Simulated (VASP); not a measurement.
# GaP (F-43m) in VASP: notebook

The runs below take GaP through single point, with PBE.

Everything below comes from runs of VASP 6.6.1. Logs are shortened: lines on timing, memory, paths and dates and some standing lists are left out, and cuts for length are marked.

**What was measured.**

From “Stacking defects in GaP nanowires: Electronic structure and optical properties”, 2018, arxiv:1810.01194, for a bulk crystal of GaP at 10 K: band gap 2.34 eV (indirect).

The results are compared with them further down.

## 1. The cell of the first run

It takes space group F-43m (No. 216, cubic). The conventional cell has a = 5.402 Å, b = 5.402 Å, c = 5.402 Å, α = 90.00°, β = 90.00°, γ = 90.00°. Within 3.1 Å of Ga (site symmetry -43m) lie 4 P at 2.34 Å. Within 3.1 Å of P (site symmetry -43m) lie 4 Ga at 2.34 Å.

## 2. Single point, PBE

The input, INCAR:

```
SYSTEM = GaP
  ALGO = Normal
  EDIFF = 1E-6
  ENCUT = 520
  GGA = PE
  ISIF = 2
  ISMEAR = 0
  LASPH = .True.
  LCHARG = .True.
  LELF = .True.
  LREAL = .False.
  LVHAR = .True.
  LWAVE = .False.
  NBANDS = 16
  NELM = 100
  PREC = Accurate
  SIGMA = 0.01
```

The input, KPOINTS:

```
k-points
0
Gamma
  6 6 6
  0 0 0
```

The input, POSCAR:

```
GaP
1.0
    0.0000000000      2.7011745366      2.7011745366
    2.7011745366      0.0000000000      2.7011745366
    2.7011745366      2.7011745366      0.0000000000
Ga P
1 1
Direct
    0.0000000000      0.0000000000      0.0000000000
    0.2500000000      0.2500000000      0.2500000000
```

Potentials or basis: VASP PAW PBE potentials, release 64 (Ga_d, P).

Run with:

```console
$ cat potpaw_PBE.64/Ga_d/POTCAR potpaw_PBE.64/P/POTCAR > POTCAR
$ mpirun -np 1 vasp_std > vasp.out
```

OUTCAR:

```text
SYSTEM = GaP
   EDIFF = 1E-6
   ENCUT = 520
   GGA = PE
   ISIF = 2
   ISMEAR = 0
   LASPH = .True.
   LREAL = .False.
   NELM = 100
   PREC = Accurate

 ion  position               nearest neighbor table
   1  0.000  0.000  0.000-   2 2.34   2 2.34   2 2.34   2 2.34
   2  0.250  0.250  0.250-   1 2.34   1 2.34   1 2.34   1 2.34

  LATTYP: Found a face centered cubic cell.
 ALAT       =     5.4023490732

  Lattice vectors:

 A1 = (   0.0000000000,   2.7011745366,   2.7011745366)
 A2 = (   2.7011745366,   0.0000000000,   2.7011745366)
 A3 = (   2.7011745366,   2.7011745366,   0.0000000000)

Analysis of symmetry for initial positions (statically):
=====================================================================
 Subroutine PRICEL returns:
 Original cell was already a primitive cell.

 Routine SETGRP: Setting up the symmetry group for a
 face centered cubic supercell.

 Subroutine GETGRP returns: Found 24 space group operations
 (whereof 24 operations were pure point group operations)
 out of a pool of 48 trial point group operations.

The static configuration has the point symmetry T_d .

Analysis of symmetry for dynamics (positions and initial velocities):
=====================================================================
 Subroutine PRICEL returns:
 Original cell was already a primitive cell.

 Routine SETGRP: Setting up the symmetry group for a
 face centered cubic supercell.

 Subroutine GETGRP returns: Found 24 space group operations
 (whereof 24 operations were pure point group operations)
 out of a pool of 48 trial point group operations.

The dynamic configuration has the point symmetry T_d .

 Subroutine INISYM returns: Found 24 space group operations
 (whereof 24 operations are pure point group operations),
 and found     1 'primitive' translations

----------------------------------------------------------------------------------------

                                     Primitive cell

  volume of cell :      39.4174

  direct lattice vectors                    reciprocal lattice vectors
     0.000000000  2.701174537  2.701174537    -0.185104662  0.185104662  0.185104662
     2.701174537  0.000000000  2.701174537     0.185104662 -0.185104662  0.185104662
     2.701174537  2.701174537  0.000000000     0.185104662  0.185104662 -0.185104662

  length of vectors
     3.820037664  3.820037664  3.820037664     0.320610680  0.320610680  0.320610680

  position of ions in fractional coordinates (direct lattice)
     0.000000000  0.000000000  0.000000000
     0.250000000  0.250000000  0.250000000

  ion indices of the primitive-cell ions
   primitive index   ion index
                 1           1
                 2           2

----------------------------------------------------------------------------------------

 KPOINTS: k-points

Automatic generation of k-mesh.
 Grid dimensions read from file:
 generate k-points for:    6    6    6

 Generating k-lattice:

  Cartesian coordinates                     Fractional coordinates (reciprocal lattice)
    -0.030850777  0.030850777  0.030850777     0.166666667  0.000000000  0.000000000
     0.030850777 -0.030850777  0.030850777     0.000000000  0.166666667  0.000000000
     0.030850777  0.030850777 -0.030850777     0.000000000  0.000000000  0.166666667

  Length of vectors
     0.053435113  0.053435113  0.053435113

  Shift w.r.t. Gamma in fractional coordinates (k-lattice)
     0.000000000  0.000000000  0.000000000

 Subroutine IBZKPT returns following result:
 ===========================================

 Found     16 irreducible k-points:

 Following reciprocal coordinates:
            Coordinates               Weight
  0.000000  0.000000  0.000000      1.000000
  0.166667  0.000000  0.000000      8.000000
  0.333333  0.000000  0.000000      8.000000
  0.500000  0.000000  0.000000      4.000000
  0.166667  0.166667  0.000000      6.000000
  0.333333  0.166667  0.000000     24.000000
[... 8 lines left out ...]
 -0.333333  0.333333  0.166667     24.000000
 -0.333333  0.500000  0.166667     12.000000
   k-points           NKPTS =     16   k-points in BZ     NKDIM =     16   number of bands    NBANDS=     16
   number of dos      NEDOS =    301   number of ions     NIONS =      2
   total plane-waves  NPLWV =  21952
   dimension x,y,z NGX =    28 NGY =   28 NGZ =   28
   dimension x,y,z NGXF=    56 NGYF=   56 NGZF=   56
   ions per type =               1   1
   NGX,Y,Z   is equivalent  to a cutoff of  12.19, 12.19, 12.19 a.u.
   NGXF,Y,Z  is equivalent  to a cutoff of  24.37, 24.37, 24.37 a.u.
 SYSTEM =  GaP
   PREC   = accura    normal or accurate (medium, high low for compatibility)
   ISTART =      0    job   : 0-new  1-cont  2-samecut
   ICHARG =      2    charge: 1-file 2-atom 10-const
   ISPIN  =      1    spin polarized calculation?
   LNONCOLLINEAR =      F non collinear calculations
   LSORBIT =      F    spin-orbit coupling
   LASPH  =      T    aspherical Exc in radial PAW
   ENCUT  =  520.0 eV  38.22 Ry    6.18 a.u.   7.10  7.10  7.10*2*pi/ulx,y,z
   NELM   =    100;   NELMIN=  2; NELMDL= -5     # of ELM steps
   EDIFF  = 0.1E-05   stopping-criterion for ELM
   LREAL  =      F    real-space projection
   EDIFFG = 0.1E-04   stopping-criterion for IOM
   NSW    =      0    number of steps for IOM
   IBRION =     -1    ionic relax: 0-MD 1-quasi-New 2-CG
   NFREE  =      0    steps in history (QN), initial steepest desc. (CG)
   ISIF   =      2    stress and relaxation
   ISYM   =      2    0-nonsym 1-usesym 2-fastsym
   POTIM  = 0.5000    time-step for ionic-motion
   TEBEG  =    0.0;   TEEND  =   0.0 temperature during run
   PSTRESS=    0.0 pullay stress
   NELECT =      18.0000    total number of electrons
   NUPDOWN=      -1.0000    fix difference up-down
   EMIN   =  10.00;   EMAX   =-10.00  energy-range for DOS
   EFERMI =   0.00;   METHOD = LEGACY
   ISMEAR =     0;   SIGMA  =   0.01  broadening in eV -4-tet -1-fermi 0-gaus
   EFERMI_NEDOS =   21; number of points for ismear=-14 and -15
   IALGO  =     38    algorithm
   IMIX   =      4    mixing-type and parameters
     AMIX     =   0.40;   BMIX     =  1.00
     AMIX_MAG =   1.60;   BMIX_MAG =  1.00
  volume/ion in A,a.u.               =      19.71       133.00
  Fermi-wavevector in a.u.,A,eV,Ry     =   1.260675  2.382330 21.623747  1.589301
  Thomas-Fermi vector in A             =   2.394172
   LORBIT       =      0    0 simple, 1 ext, 2 COOP (PROOUT), +10 PAW based schemes
   GGA     = PE    functional components
   LHFCALC =     F    Hartree Fock is set to
   AEXX    =    0.0000 exact exchange contribution
   IVDW    =     0    specifies the selected vdW correction
   LEPSILON=     F    determine dielectric tensor
   LRPA    =     F    only Hartree local field effects (RPA)
 non-spin polarized calculation
 Gauss-broadening in eV      SIGMA  =   0.01
  energy-cutoff  :      520.00
  volume of cell :       39.42
 maximum number of plane-waves:      1073
   NGX = 15   NGY = 15   NGZ = 15

 number of electron      18.0000003 magnetization

 Free energy of the ion-electron system (eV)
  ---------------------------------------------------
  ext. energy  EPLUGINS =         0.00000000
  ---------------------------------------------------
  free energy    TOTEN  =        -9.07770078 eV

  energy without entropy =       -9.07770078  energy(sigma->0) =       -9.07770078

 E-fermi :   4.9932     XC(G=0):  -9.9519

 val. band max:        4.9345929356   @ k =   0.0000   0.0000   0.0000
 cond. band min:       6.5283753453   @ k =   0.5000   0.5000   0.0000
 fundamental gap:      1.5937824097
 Fermi energy:         4.9932253596

 k-point     1 :       0.0000    0.0000    0.0000
  band No.  band energies     occupation
      1      -9.6707      2.00000
      2      -9.6707      2.00000
      3      -9.6707      2.00000
      4      -9.5627      2.00000
      5      -9.5627      2.00000
      6      -7.7620      2.00000
[... 8 lines left out ...]
     15      14.7550      0.00000
     16      14.7550      0.00000

 k-point     2 :       0.1667    0.0000    0.0000
  band No.  band energies     occupation
      1      -9.6967      2.00000
      2      -9.6621      2.00000
      3      -9.6621      2.00000
      4      -9.5626      2.00000
      5      -9.5626      2.00000
      6      -7.3927      2.00000
[... 8 lines left out ...]
     15      13.9167      0.00000
     16      15.1045      0.00000

 k-point     3 :       0.3333    0.0000    0.0000
  band No.  band energies     occupation
      1      -9.7414      2.00000
      2      -9.6485      2.00000
      3      -9.6485      2.00000
      4      -9.5588      2.00000
      5      -9.5588      2.00000
      6      -6.4090      2.00000
[... 8 lines left out ...]
     15      14.6248      0.00000
     16      14.7232      0.00000

 k-point     4 :       0.5000    0.0000    0.0000
  band No.  band energies     occupation
      1      -9.7614      2.00000
      2      -9.6438      2.00000
      3      -9.6438      2.00000
      4      -9.5546      2.00000
      5      -9.5546      2.00000
      6      -5.6060      2.00000
[... 8 lines left out ...]
     15      16.7046      0.00000
     16      16.7046      0.00000
[... 172 lines left out ...]
 k-point    14 :       0.5000    0.3333    0.1667
  band No.  band energies     occupation
      1      -9.7661      2.00000
      2      -9.6333      2.00000
      3      -9.6212      2.00000
      4      -9.5785      2.00000
      5      -9.5509      2.00000
      6      -5.6034      2.00000
[... 8 lines left out ...]
     15      16.9182      0.00000
     16      18.3774      0.00000

 k-point    15 :      -0.3333    0.3333    0.1667
  band No.  band energies     occupation
      1      -9.7727      2.00000
      2      -9.6332      2.00000
      3      -9.6139      2.00000
      4      -9.5747      2.00000
      5      -9.5544      2.00000
      6      -4.9141      2.00000
[... 8 lines left out ...]
     15      17.5728      0.00000
     16      17.8768      0.00000

 k-point    16 :      -0.3333    0.5000    0.1667
  band No.  band energies     occupation
      1      -9.7841      2.00000
      2      -9.6208      2.00000
      3      -9.6055      2.00000
      4      -9.5853      2.00000
      5      -9.5484      2.00000
      6      -4.5936      2.00000
[... 8 lines left out ...]
     15      16.9597      0.00000
     16      18.7154      0.00000

------------------------ aborting loop because EDIFF is reached ----------------------------------------

  FORCE on cell =-STRESS in cart. coord.  units (eV):
  Direction    XX          YY          ZZ          XY          YZ          ZX
  --------------------------------------------------------------------------------------
  -------------------------------------------------------------------------------------
  Total        1.2100695      1.2100695      1.2100695      0.0000000      0.0000000      0.0000000
  in kB       49.1850302     49.1850302     49.1850302      0.0000000      0.0000000      0.0000000
  external PRESSURE =      49.1850302 kB  Pullay stress =       0.0000000 kB

 VOLUME and BASIS-vectors are now :
 -----------------------------------------------------------------------------
  energy-cutoff  :      520.00
  volume of cell :       39.42
      direct lattice vectors                 reciprocal lattice vectors
     0.000000000  2.701174537  2.701174537    -0.185104662  0.185104662  0.185104662
     2.701174537  0.000000000  2.701174537     0.185104662 -0.185104662  0.185104662
     2.701174537  2.701174537  0.000000000     0.185104662  0.185104662 -0.185104662

 POSITION                                       TOTAL-FORCE (eV/Angst)
 -----------------------------------------------------------------------------------
      0.00000      0.00000      0.00000         0.000000     -0.000000      0.000000
      1.35059      1.35059      1.35059        -0.000000      0.000000     -0.000000
 -----------------------------------------------------------------------------------
    total drift:                                0.000002      0.000002      0.000002

  FREE ENERGIE OF THE ION-ELECTRON SYSTEM (eV)
  ---------------------------------------------------
  free  energy   TOTEN  =        -9.0777007825 eV

  energy  without entropy=       -9.0777007825  energy(sigma->0) =       -9.07770078
```

It took 12 s on 1 thread of Intel Xeon Platinum 8375C at 2.90GHz (Ice Lake), shared host; peak memory 0.15 GiB.

What came out:

- Free energy: -9.0777 eV
- Pressure: 4.9 GPa
- Band gap on the k mesh: 1.59 eV, indirect (least direct gap 2.05 eV)

A k mesh can miss the band edges. As with any semilocal functional, this PBE gap is likely too small.

## 3. Single point, PBE

This run uses another cell than the first one, of 18.83 Å³/atom, 0.955 times its volume.

The input, INCAR:

```
PREC     = Accurate       # precision mode
ENCUT    = 520            # plane-wave cutoff, eV
EDIFF    = 1E-6           # SCF threshold, eV
ISMEAR   = 0              # smearing method
SIGMA    = 0.01           # smearing width, eV
LREAL    = F              # projectors in reciprocal space
LASPH    = T              # aspherical terms in the spheres
NELM     = 100            # most SCF steps
ALGO     = Normal         # electronic algorithm
ISIF     = 2              # what is computed and relaxed
LWAVE    = F              # write WAVECAR
LCHARG   = F              # write CHGCAR
GGA      = PE             # functional
NBANDS   = 16             # bands
```

The input, KPOINTS:

```
regular mesh
0
Gamma
  6 6 6
```

The input, POSCAR:

```
GaP
1.0
    0.0000000000      2.6603156613      2.6603156613
    2.6603156613      0.0000000000      2.6603156613
    2.6603156613      2.6603156613      0.0000000000
Ga P
1 1
Direct
    0.0000000000      0.0000000000      0.0000000000
    0.2500000000      0.2500000000      0.2500000000
```

Potentials or basis: VASP PAW PBE potentials, release 64 (Ga_d, P).

Run with:

```console
$ cat potpaw_PBE.64/Ga_d/POTCAR potpaw_PBE.64/P/POTCAR > POTCAR
$ mpirun -np 1 vasp_std > vasp.out
```

It took 13 s on 1 thread of Intel Xeon Platinum 8375C at 2.90GHz (Ice Lake), shared host; peak memory 0.16 GiB.

The run converged. Its results:

* Free energy: -8.9967 eV
* Pressure: 9.9 GPa
* Band gap on the k mesh: 1.49 eV, indirect (least direct gap 2.44 eV)

Levels at points of the mesh, in eV from the valence-band top:
```tsv
k point	band 6	band 7	band 8	band 9	band 10	band 11	band 12	band 13
(0.00, 0.00, 0.00)	-13.06	0.00	0.00	0.00	2.44	3.86	3.86	3.86
(0.50, 0.00, 0.00)	-10.75	-7.07	-1.23	-1.23	1.89	4.69	4.69	8.40
(0.50, 0.50, 0.00)	-9.75	-7.11	-2.95	-2.95	1.49	1.73	11.14	11.14
```

A k mesh can miss the band edges.

## 4. Single point, PBE

This run uses another cell than the first one, of 21.45 Å³/atom, 1.088 times its volume.

The input, INCAR:

```
SYSTEM = GaP
ALGO = Normal
EDIFF = 1E-6
ENCUT = 520
GGA = PE
ISIF = 2
ISMEAR = 0
LASPH = .TRUE.
LCHARG = .FALSE.
LREAL = .FALSE.
LWAVE = .FALSE.
NBANDS = 16
NELM = 100
PREC = Accurate
SIGMA = 0.01
```

The input, KPOINTS:

```
k-points
0
G
  6 6 6
  0 0 0
```

The input, POSCAR:

```
GaP
1.0
    0.0000000000      2.7785206586      2.7785206586
    2.7785206586      0.0000000000      2.7785206586
    2.7785206586      2.7785206586      0.0000000000
Ga P
1 1
Direct
    0.0000000000      0.0000000000      0.0000000000
    0.2500000000      0.2500000000      0.2500000000
```

Run with:

```console
$ cat potpaw_PBE.64/Ga_d/POTCAR potpaw_PBE.64/P/POTCAR > POTCAR
$ mpirun -np 1 vasp_std > vasp.out
```

Wall time 20 s (1 thread of Intel Xeon Platinum 8375C at 2.90GHz (Ice Lake), shared host); peak memory 0.17 GiB.

The run converged. Its results:

- Free energy: -9.1047 eV
- Pressure: -2.0 GPa
- Band gap on the k mesh: 1.35 eV, direct

Levels at points of the mesh, in eV from the valence-band top:
```csv
k point,band 5,band 6,band 7,band 8,band 9,band 10,band 11,band 12,band 13,band 14
"(0.00, 0.00, 0.00)",-14.39,-12.07,0.00,0.00,0.00,1.35,3.89,3.89,3.89,8.56
"(0.50, 0.00, 0.00)",-14.38,-10.19,-6.32,-1.04,-1.04,1.49,4.73,4.73,8.16,10.49
"(0.50, 0.50, 0.00)",-14.37,-9.37,-6.49,-2.49,-2.49,1.77,1.86,10.16,10.16,10.68
```

## 5. The runs side by side

```csv
cell,gap on the mesh (eV),pressure (GPa)
"a = 3.820 Å, angles 60.0°, 2 atoms",1.59,4.9
"a = 3.762 Å, angles 60.0°, 2 atoms",1.49,9.9
"a = 3.929 Å, angles 60.0°, 2 atoms",1.35,-2.0
```

Alike in all rows: task single point; level PBE; potentials or basis VASP PAW PBE potentials, release 64 (Ga_d, P); no spin polarisation; k mesh 6 × 6 × 6; cutoff (eV) 520; smearing gaussian 0.01 eV.

Absolute energies hang on the potentials; compare differences alone.

## 6. How close it comes

Step 4. Measured gap of GaP: 2.34 eV (indirect; 10 K; quoted in “Stacking defects in GaP nanowires: Electronic structure and optical properties”, 2018, arxiv:1810.01194). This calculation gives 1.35 eV (-0.99 eV). Spin-orbit coupling on Ga is left out. The value is that of PBE on a finite k mesh, which can miss the band edges, without temperature or zero-point motion. Semilocal functionals fall short of measured gaps as a rule.
